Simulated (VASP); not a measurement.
Here is a VASP 6.6.1 calculation.

INCAR

```
PREC     = Accurate       # precision mode
ENCUT    = 520            # plane-wave cutoff, eV
EDIFF    = 1E-7           # SCF threshold, eV
ISMEAR   = 0              # smearing method
SIGMA    = 0.15           # smearing width, eV
LREAL    = F              # projectors in reciprocal space
LASPH    = T              # aspherical terms in the spheres
NELM     = 100            # most SCF steps
ALGO     = Fast           # electronic algorithm
ISIF     = 2              # what is computed and relaxed
LWAVE    = F              # write WAVECAR
LCHARG   = F              # write CHGCAR
GGA      = PE             # functional
NBANDS   = 8              # bands
```

KPOINTS

```
regular mesh
0
Gamma
  20 20 20
```

Contents of POSCAR:

```
Al
1.0
   -1.7024295277      1.7024295277      1.6175102401
    1.7024295277     -1.7024295277      1.6175102401
    1.5325909525      1.5325909525     -1.6175102401
Al
1
Direct
    0.0000000000      0.0000000000      0.0000000000
```

Potentials or basis: VASP PAW PBE potentials, release 64 (Al).

Command:

```sh
$ cat potpaw_PBE.64/Al/POTCAR > POTCAR
$ mpirun -np 1 vasp_std > vasp.out
```

**Question.** Predict the pressure.

**Answer.** 1.1 GPa.

Stress tensor (GPa, compression positive):
```
0.92 4.25 0.00
4.25 0.92 0.00
0.00 0.00 1.41
```

Caveat: the cell differs from its parent crystal (engineering shear strain xy -0.1050, strain +e along x and -e along y +0.0000).
